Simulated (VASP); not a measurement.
# SnO2 (R-3m) in VASP: further runs

The runs below take SnO2 through single point, with LDA.

Everything below comes from runs of VASP 6.6.1. Logs are shortened: lines on timing, memory, paths and dates and some standing lists are left out, and cuts for length are marked.

### 1 The cell of the first run

Symmetry: R-3m, No. 166, trigonal system. Conventional cell: a = 3.256 Å, b = 3.256 Å, c = 14.497 Å, α = 90.00°, β = 90.00°, γ = 120.00°. Within 2.8 Å of Sn (site symmetry -3m) lie 6 O at 2.14 Å. O (site symmetry 3m) has 3 Sn at 2.14 Å and 3 O at 2.78 Å within 2.8 Å.

### 2 Single point, LDA

INCAR

```
PREC = Accurate
ENCUT = 520
EDIFF = 1E-6
ISMEAR = -1
SIGMA = 0.05
LREAL = F
LASPH = T
NELM = 80
ALGO = Normal
ISIF = 2
LWAVE = F
LCHARG = F
NBANDS = 20
```

KPOINTS

```
Automatic mesh
0
Gamma
  8 8 8
```

POSCAR

```
SnO2
1.0
    1.6278026130      0.9398122768      4.8323855144
   -1.6278026130      0.9398122768      4.8323855144
    0.0000000000     -1.8796245536      4.8323855144
Sn O
1 2
Direct
    0.5000000000      0.5000000000      0.5000000000
    0.7628300000      0.7628300000      0.7628300000
    0.2371700000      0.2371700000      0.2371700000
```

Potentials or basis: VASP PAW LDA potentials, release 64 (Sn_d, O).

The run is started by

```sh
> cat potpaw_LDA.64/Sn_d/POTCAR potpaw_LDA.64/O/POTCAR > POTCAR
> mpirun -np 1 vasp_std > vasp.out
```

OUTCAR:

```text
PREC = Accurate
   ENCUT = 520
   EDIFF = 1E-6
   ISMEAR = -1
   LREAL = F
   LASPH = T
   NELM = 80
   ISIF = 2

 ion  position               nearest neighbor table
   1  0.500  0.500  0.500-   3 2.14   2 2.14   3 2.14   3 2.14   2 2.14   2 2.14
   2  0.763  0.763  0.763-   1 2.14   1 2.14   1 2.14
   3  0.237  0.237  0.237-   1 2.14   1 2.14   1 2.14

  LATTYP: Found a trigonal (rhomboedric) cell.
 ALAT       =     5.1850687770
 COS(alpha) =     0.8028828391

  Lattice vectors:

 A1 = (   1.6278026130,   0.9398122768,   4.8323855144)
 A2 = (  -1.6278026130,   0.9398122768,   4.8323855144)
 A3 = (   0.0000000000,  -1.8796245536,   4.8323855144)

Analysis of symmetry for initial positions (statically):
=====================================================================
 Subroutine PRICEL returns:
 Original cell was already a primitive cell.

 Routine SETGRP: Setting up the symmetry group for a
 trigonal (rhombohedral) supercell.

 Subroutine GETGRP returns: Found 12 space group operations
 (whereof 12 operations were pure point group operations)
 out of a pool of 12 trial point group operations.

The static configuration has the point symmetry D_3d.

Analysis of symmetry for dynamics (positions and initial velocities):
=====================================================================
 Subroutine PRICEL returns:
 Original cell was already a primitive cell.

 Routine SETGRP: Setting up the symmetry group for a
 trigonal (rhombohedral) supercell.

 Subroutine GETGRP returns: Found 12 space group operations
 (whereof 12 operations were pure point group operations)
 out of a pool of 12 trial point group operations.

The dynamic configuration has the point symmetry D_3d.

 Subroutine INISYM returns: Found 12 space group operations
 (whereof 12 operations are pure point group operations),
 and found     1 'primitive' translations

----------------------------------------------------------------------------------------

                                     Primitive cell

  volume of cell :      44.3563

  direct lattice vectors                    reciprocal lattice vectors
     1.627802613  0.939812277  4.832385514     0.307162549  0.177340380  0.068979044
[... 82 lines left out ...]
   ISPIN  =      1    spin polarized calculation?
   LNONCOLLINEAR =      F non collinear calculations
   LSORBIT =      F    spin-orbit coupling
   LASPH  =      T    aspherical Exc in radial PAW
   ENCUT  =  520.0 eV  38.22 Ry    6.18 a.u.   9.64  9.64  9.64*2*pi/ulx,y,z
   NELM   =     80;   NELMIN=  2; NELMDL= -5     # of ELM steps
   EDIFF  = 0.1E-05   stopping-criterion for ELM
   LREAL  =      F    real-space projection
   EDIFFG = 0.1E-04   stopping-criterion for IOM
   NSW    =      0    number of steps for IOM
   IBRION =     -1    ionic relax: 0-MD 1-quasi-New 2-CG
   NFREE  =      0    steps in history (QN), initial steepest desc. (CG)
   ISIF   =      2    stress and relaxation
   ISYM   =      2    0-nonsym 1-usesym 2-fastsym
   POTIM  = 0.5000    time-step for ionic-motion
   TEBEG  =    0.0;   TEEND  =   0.0 temperature during run
   PSTRESS=    0.0 pullay stress
   NELECT =      26.0000    total number of electrons
   NUPDOWN=      -1.0000    fix difference up-down
   EMIN   =  10.00;   EMAX   =-10.00  energy-range for DOS
   EFERMI =   0.00;   METHOD = LEGACY
   ISMEAR =    -1;   SIGMA  =   0.05  broadening in eV -4-tet -1-fermi 0-gaus
   EFERMI_NEDOS =   21; number of points for ismear=-14 and -15
   IALGO  =     38    algorithm
   IMIX   =      4    mixing-type and parameters
     AMIX     =   0.40;   BMIX     =  1.00
     AMIX_MAG =   1.60;   BMIX_MAG =  1.00
  volume/ion in A,a.u.               =      14.79        99.78
  Fermi-wavevector in a.u.,A,eV,Ry     =   1.370085  2.589084 25.539929  1.877132
  Thomas-Fermi vector in A             =   2.495902
   LORBIT       =      0    0 simple, 1 ext, 2 COOP (PROOUT), +10 PAW based schemes
   GGA     = CA    functional components
   LHFCALC =     F    Hartree Fock is set to
   AEXX    =    0.0000 exact exchange contribution
   IVDW    =     0    specifies the selected vdW correction
   LEPSILON=     F    determine dielectric tensor
   LRPA    =     F    only Hartree local field effects (RPA)
 non-spin polarized calculation
  energy-cutoff  :      520.00
  volume of cell :       44.36
 maximum number of plane-waves:      1212
 NGX is ok and might be reduce to    40
   NGX = 19   NGY = 19   NGZ = 19

 number of electron      26.0000000 magnetization

 Free energy of the ion-electron system (eV)
  ---------------------------------------------------
  ext. energy  EPLUGINS =         0.00000000
  ---------------------------------------------------
  free energy    TOTEN  =       -20.38574902 eV

  energy without entropy =      -20.38574902  energy(sigma->0) =      -20.38574902

 E-fermi :   3.7302     XC(G=0): -10.4653

 val. band max:        2.7968886187   @ k =  -0.1250   0.2500   0.1250
 cond. band min:       4.4480558369   @ k =   0.0000   0.0000   0.0000
 fundamental gap:      1.6511672181
 Fermi energy:         3.7302139837

 k-point     1 :       0.0000    0.0000    0.0000
  band No.  band energies     occupation
      1     -17.0991      2.00000
      2     -16.9342      2.00000
      3     -16.9342      2.00000
      4     -16.7567      2.00000
      5     -16.7567      2.00000
      6     -14.8295      2.00000
[... 541 lines left out ...]
     19      15.7021      0.00000
     20      18.6260      0.00000

 [... further k-points ...]

------------------------ aborting loop because EDIFF is reached ----------------------------------------

  FORCE on cell =-STRESS in cart. coord.  units (eV):
  Direction    XX          YY          ZZ          XY          YZ          ZX
  --------------------------------------------------------------------------------------
  -------------------------------------------------------------------------------------
  Total       -3.3271135     -3.3271135     -2.3577134      0.0000000      0.0000000     -0.0000000
  in kB     -120.1773210   -120.1773210    -85.1620126      0.0000000      0.0000000     -0.0000000
  external PRESSURE =    -108.5055516 kB  Pullay stress =       0.0000000 kB

 VOLUME and BASIS-vectors are now :
 -----------------------------------------------------------------------------
  energy-cutoff  :      520.00
  volume of cell :       44.36
      direct lattice vectors                 reciprocal lattice vectors
     1.627802613  0.939812277  4.832385514     0.307162549  0.177340380  0.068979044
    -1.627802613  0.939812277  4.832385514    -0.307162549  0.177340380  0.068979044
     0.000000000 -1.879624554  4.832385514     0.000000000 -0.354680761  0.068979044

 POSITION                                       TOTAL-FORCE (eV/Angst)
 -----------------------------------------------------------------------------------
      0.00000      0.00000      7.24858         0.000000      0.000000      0.000000
      0.00000      0.00000     11.05887        -0.000000      0.000000      0.806067
      0.00000      0.00000      3.43829        -0.000000     -0.000000     -0.806067
 -----------------------------------------------------------------------------------
    total drift:                                0.000000      0.000000      0.000000

  FREE ENERGIE OF THE ION-ELECTRON SYSTEM (eV)
  ---------------------------------------------------
  free  energy   TOTEN  =       -20.3857490192 eV

  energy  without entropy=      -20.3857490151  energy(sigma->0) =      -20.38574902
```

OSZICAR:

```text
N       E                     dE             d eps       ncg     rms          rms(c)
DAV:   1     0.253746974702E+03    0.25375E+03   -0.13906E+04  2760   0.188E+03
DAV:   2     0.591348044108E+01   -0.24783E+03   -0.23434E+03  2864   0.490E+02
DAV:   3    -0.223682162140E+02   -0.28282E+02   -0.28006E+02  3064   0.141E+02
DAV:   4    -0.232186068185E+02   -0.85039E+00   -0.84951E+00  2840   0.263E+01
DAV:   5    -0.232359688740E+02   -0.17362E-01   -0.17361E-01  3132   0.403E+00    0.102E+01
DAV:   6    -0.204989048326E+02    0.27371E+01   -0.11192E+01  3980   0.572E+01    0.449E+00
DAV:   7    -0.204345344427E+02    0.64370E-01   -0.64936E-01  2708   0.680E+00    0.203E+00
DAV:   8    -0.203897668228E+02    0.44768E-01   -0.87779E-02  2780   0.278E+00    0.443E-01
DAV:   9    -0.203855924192E+02    0.41744E-02   -0.92633E-03  3816   0.125E+00    0.844E-02
DAV:  10    -0.203857407801E+02   -0.14836E-03   -0.13643E-03  2748   0.315E-01    0.379E-02
DAV:  11    -0.203857498155E+02   -0.90353E-05   -0.37586E-05  3972   0.696E-02    0.208E-02
DAV:  12    -0.203857490192E+02    0.79627E-06   -0.58166E-06  2744   0.201E-02
   1 F= -.20385749E+02 E0= -.20385749E+02  d E =-.413963E-08
```

Wall time 98 s (1 thread of Intel Xeon Platinum 8488C (Sapphire Rapids), shared host); peak memory 0.22 GiB.

What came out:

| Property | Result |
| --- | --- |
| Free energy | -20.3857 eV |
| Pressure | -10.9 GPa |
| Largest force | 0.806 eV/Å |
| Band gap on the k mesh | 1.65 eV (least direct gap 1.76 eV) |

Forces on the atoms (eV/Å):
```
Sn   0.000  0.000  0.000
O    0.000  0.000  0.806
O    0.000  0.000 -0.806
```

Levels at points of the mesh, in eV from the valence-band top:
| k point | band 10 | band 11 | band 12 | band 13 | band 14 | band 15 | band 16 | band 17 |
| --- | --- | --- | --- | --- | --- | --- | --- | --- |
| (0.00, 0.00, 0.00) | -1.27 | -0.91 | -0.91 | -0.11 | 1.65 | 5.40 | 10.57 | 10.57 |
| (0.50, 0.00, 0.00) | -2.93 | -1.45 | -0.61 | -0.56 | 4.95 | 7.37 | 9.63 | 11.96 |
| (0.50, 0.50, 0.00) | -3.02 | -1.12 | -0.48 | -0.02 | 4.69 | 6.57 | 10.28 | 10.86 |
| (0.50, 0.50, 0.50) | -1.34 | -1.27 | -0.86 | -0.86 | 2.91 | 5.34 | 10.73 | 10.73 |

Caveat: the cell stands under tension; spin-orbit coupling is left out, which moves the levels of the heavy elements. A k mesh can miss the band edges.

### 3 Single point, LDA

This run uses another cell than the first one, of 15.08 Å³/atom.

INCAR

```
  PREC = Accurate
  ENCUT = 520
  EDIFF = 1E-7
  ISMEAR = -1
  SIGMA = 0.05
  LREAL = False
  LASPH = True
  NELM = 60
  ALGO = Normal
  ISIF = 2
  LWAVE = False
  LCHARG = False
  NBANDS = 20
```

KPOINTS is that of step 2.

POSCAR

```
SnO2
1.0
    1.6383730560      0.9459151249      4.8637655204
   -1.6383730560      0.9459151249      4.8637655204
    0.0000000000     -1.8918302499      4.8637655204
Sn O
1 2
Direct
    0.5000000000      0.5000000000      0.5000000000
    0.7628300000      0.7628300000      0.7628300000
    0.2371700000      0.2371700000      0.2371700000
```

Potentials or basis: VASP PAW LDA potentials, release 64 (Sn_d, O).

The run is started by

```sh
> cat potpaw_LDA.64/Sn_d/POTCAR potpaw_LDA.64/O/POTCAR > POTCAR
> mpirun -np 1 vasp_std > vasp.out
```

OUTCAR:

```text
PREC = Accurate
   ENCUT = 520
   EDIFF = 1E-7
   ISMEAR = -1
   LREAL = False
   LASPH = True
   NELM = 60
   ISIF = 2

 ion  position               nearest neighbor table
   1  0.500  0.500  0.500-   3 2.15   3 2.15   2 2.15   2 2.15   3 2.15   2 2.15
   2  0.763  0.763  0.763-   1 2.15   1 2.15   1 2.15
   3  0.237  0.237  0.237-   1 2.15   1 2.15   1 2.15

  LATTYP: Found a trigonal (rhomboedric) cell.
 ALAT       =     5.2187389982
 COS(alpha) =     0.8028828391

  Lattice vectors:

 A1 = (   1.6383730560,   0.9459151249,   4.8637655204)
[... 740 lines left out ...]

  FORCE on cell =-STRESS in cart. coord.  units (eV):
  Direction    XX          YY          ZZ          XY          YZ          ZX
  --------------------------------------------------------------------------------------
  -------------------------------------------------------------------------------------
  Total       -4.1089364     -4.1089364     -2.7245194      0.0000000      0.0000000     -0.0000000
  in kB     -145.5630515   -145.5630515    -96.5187400      0.0000000      0.0000000     -0.0000000
  external PRESSURE =    -129.2149477 kB  Pullay stress =       0.0000000 kB

 VOLUME and BASIS-vectors are now :
 -----------------------------------------------------------------------------
  energy-cutoff  :      520.00
  volume of cell :       45.23
      direct lattice vectors                 reciprocal lattice vectors
     1.638373056  0.945915125  4.863765520     0.305180800  0.176196217  0.068534006
    -1.638373056  0.945915125  4.863765520    -0.305180800  0.176196217  0.068534006
     0.000000000 -1.891830250  4.863765520     0.000000000 -0.352392434  0.068534006

 POSITION                                       TOTAL-FORCE (eV/Angst)
 -----------------------------------------------------------------------------------
      0.00000     -0.00000      7.29565        -0.000000      0.000000     -0.000000
      0.00000     -0.00000     11.13068         0.000000     -0.000000      0.977871
      0.00000     -0.00000      3.46062         0.000000      0.000000     -0.977871
 -----------------------------------------------------------------------------------
    total drift:                                0.000000      0.000000      0.000000

  FREE ENERGIE OF THE ION-ELECTRON SYSTEM (eV)
  ---------------------------------------------------
  free  energy   TOTEN  =       -20.3222299225 eV

  energy  without entropy=      -20.3222299104  energy(sigma->0) =      -20.32222992
```

OSZICAR:

```text
N       E                     dE             d eps       ncg     rms          rms(c)
DAV:   1     0.249862989174E+03    0.24986E+03   -0.13856E+04  2788   0.187E+03
DAV:   2     0.582186400297E+01   -0.24404E+03   -0.23130E+03  2916   0.494E+02
DAV:   3    -0.222941833922E+02   -0.28116E+02   -0.27849E+02  3004   0.140E+02
DAV:   4    -0.231353377249E+02   -0.84115E+00   -0.84032E+00  2880   0.264E+01
DAV:   5    -0.231531160853E+02   -0.17778E-01   -0.17778E-01  3088   0.407E+00    0.101E+01
DAV:   6    -0.204413798844E+02    0.27117E+01   -0.11301E+01  3992   0.575E+01    0.447E+00
DAV:   7    -0.203712139568E+02    0.70166E-01   -0.66919E-01  2696   0.687E+00    0.202E+00
DAV:   8    -0.203261604765E+02    0.45053E-01   -0.92549E-02  2772   0.283E+00    0.436E-01
DAV:   9    -0.203220736619E+02    0.40868E-02   -0.95103E-03  3852   0.122E+00    0.862E-02
DAV:  10    -0.203222203082E+02   -0.14665E-03   -0.13769E-03  2752   0.326E-01    0.380E-02
DAV:  11    -0.203222309414E+02   -0.10633E-04   -0.41292E-05  3984   0.736E-02    0.208E-02
DAV:  12    -0.203222299367E+02    0.10048E-05   -0.68669E-06  3144   0.218E-02    0.711E-03
DAV:  13    -0.203222299225E+02    0.14114E-07   -0.66806E-07  2920   0.624E-03
   1 F= -.20322230E+02 E0= -.20322230E+02  d E =-.121108E-07
```

Run time: 1.8 min. Hardware: 1 thread of Intel Xeon Platinum 8488C (Sapphire Rapids), shared host; peak memory 0.22 GiB.

What came out:

```
Free energy            : -20.3222 eV
Pressure               : -12.9 GPa
Largest force          : 0.978 eV/Å
Band gap on the k mesh : 1.53 eV (least direct gap 1.63 eV)
```

Forces on the atoms (eV/Å):
```
Sn   0.000  0.000  0.000
O    0.000  0.000  0.978
O    0.000  0.000 -0.978
```

Levels at points of the mesh, in eV from the valence-band top:
```csv
k point,band 10,band 11,band 12,band 13,band 14,band 15,band 16,band 17
"(0.00, 0.00, 0.00)",-1.26,-0.91,-0.91,-0.10,1.53,5.30,10.39,10.39
"(0.50, 0.00, 0.00)",-2.88,-1.42,-0.62,-0.55,4.77,7.24,9.48,11.84
"(0.50, 0.50, 0.00)",-2.97,-1.11,-0.49,-0.03,4.51,6.47,10.09,10.76
"(0.50, 0.50, 0.50)",-1.32,-1.22,-0.86,-0.86,2.77,5.23,10.55,10.55
```

Caveat: the cell stands under tension; spin-orbit coupling is left out, which moves the levels of the heavy elements.
